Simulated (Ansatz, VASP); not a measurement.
**HfB2 in VASP and in Ansatz**

```xyz
3
Lattice="3.1454 0.0000 0.0000 -1.5727 2.7240 0.0000 0.0000 0.0000 3.4864" Properties=species:S:1:pos:R:3 pbc="T T T"
Hf    0.0000    0.0000    0.0000
B     0.0000    1.8160    1.7432
B     1.5727    0.9080    1.7432
```

Alike in both runs: functional PBE; k mesh 18 × 18 × 12; occupations gaussian, width 0.1 eV; no spin polarisation.

Ansatz relaxed the structure, and its values are those at the end. VASP's run is a single point on that final structure, the one shown.

|  | VASP | Ansatz |
| --- | --- | --- |
| version | VASP 6.6.1 | Ansatz 0.2.0 |
| potentials or method | VASP PAW PBE potentials, release 64 (Hf_pv, B), cutoff 520 eV | scalar-relativistic, plane waves, PAW |
| valence electrons in the cell | 16 | 32 |

```csv
,VASP,Ansatz,Ansatz less VASP
gap on the k mesh at the Fermi level (eV),none,none,-
pressure (GPa),-0.4,0.0,+0.38
```

A gap of «none» marks a metal or a gap that the smearing closes. With one functional, cell and mesh, what is left measures potentials, basis and numerics. VASP's potentials hold 16 valence electrons a cell and Ansatz's 32, so a difference there can come from the potentials and not from the codes.

Neither program's run includes spin-orbit coupling.
